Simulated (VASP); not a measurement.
Set up this calculation in VASP 6.6.1, as the native input.

```
Task                   : relaxation of cell and atoms
Functional             : r2SCAN
Potentials or basis    : VASP PAW PBE potentials, release 64 (Sb)
Cutoff                 : 600 eV
k mesh                 : 13 × 13 × 13
Occupations            : gaussian, width 0.05 eV
Spin                   : no spin polarisation
Dipole correction      : no
Further INCAR settings : ALGO = Normal; EDIFF = 1e-06; IBRION = 2; EDIFFG = -0.03; NSW = 80; ISIF = 3
```

The system is Sb.

```xyz
2
Lattice="2.1542 1.2437 3.7580 -2.1542 1.2437 3.7580 0.0000 -2.4875 3.7580" Properties=species:S:1:pos:R:3 pbc="T T T"
Sb    0.0000    0.0000    2.6324
Sb    0.0000    0.0000    8.6416
```

These files were run (other wordings do the same):

POSCAR

```
Sb
1.0
    2.1542000000      1.2437279500      3.7580000000
   -2.1542000000      1.2437279500      3.7580000000
    0.0000000000     -2.4874559000      3.7580000000
Sb
2
Direct
    0.2334900000      0.2334900000      0.2334900000
    0.7665100000      0.7665100000      0.7665100000
```

INCAR.step1

```
SYSTEM = Sb
PREC = Accurate
ENCUT = 600
ISMEAR = 0
SIGMA = 0.05
LREAL = .FALSE.
LASPH = .TRUE.
NELM = 100
GGA = PE
ALGO = Normal
EDIFF = 1E-4
LWAVE = .TRUE.
LCHARG = .FALSE.
```

INCAR.step2

```
SYSTEM = Sb
PREC = Accurate
ENCUT = 600
EDIFF = 1E-6
ISMEAR = 0
SIGMA = 0.05
LREAL = .FALSE.
LASPH = .TRUE.
NELM = 100
ALGO = Normal
ISIF = 3
LWAVE = .FALSE.
LCHARG = .FALSE.
METAGGA = R2SCAN
LMIXTAU = .TRUE.
IBRION = 2
NSW = 80
EDIFFG = -0.03
ISTART = 1
```

KPOINTS

```
regular mesh
0
G
  13 13 13
  0 0 0
```

Potentials or basis: VASP PAW PBE potentials, release 64 (Sb).

The run is started by

```bash
$ cat potpaw_PBE.64/Sb/POTCAR > POTCAR
$ cp INCAR.step1 INCAR
$ mpirun -np 1 vasp_std > vasp.out
$ cp INCAR.step2 INCAR
$ mpirun -np 1 vasp_std > vasp.out
```

It gave:

| Item | Value |
| --- | --- |
| Relaxed volume | 31.47 Å³/atom |
| Relaxed cell | a = 4.589 Å, b = 4.589 Å, c = 4.589 Å, α = 56.58°, β = 56.58°, γ = 56.58° |
| Space group after relaxing (to 0.1 Å) | R-3m (No. 166) |
| Energy gained by relaxing | 6.0 meV/atom |
| Ionic steps | 7 |
| Pressure after relaxing | 0.0 GPa |
| Band gap on the k mesh | zero (bands 5 and 6 overlap by 0.11 eV) |

Caveat: the PAW data sets were made with another functional, which shifts forces and pressure a little; spin-orbit coupling is left out, which moves the levels of the heavy elements.

Run time: 62 min on 1 thread of Oxide Virtual Turin-like Processor, with other jobs on the host, peak memory 0.31 GiB.
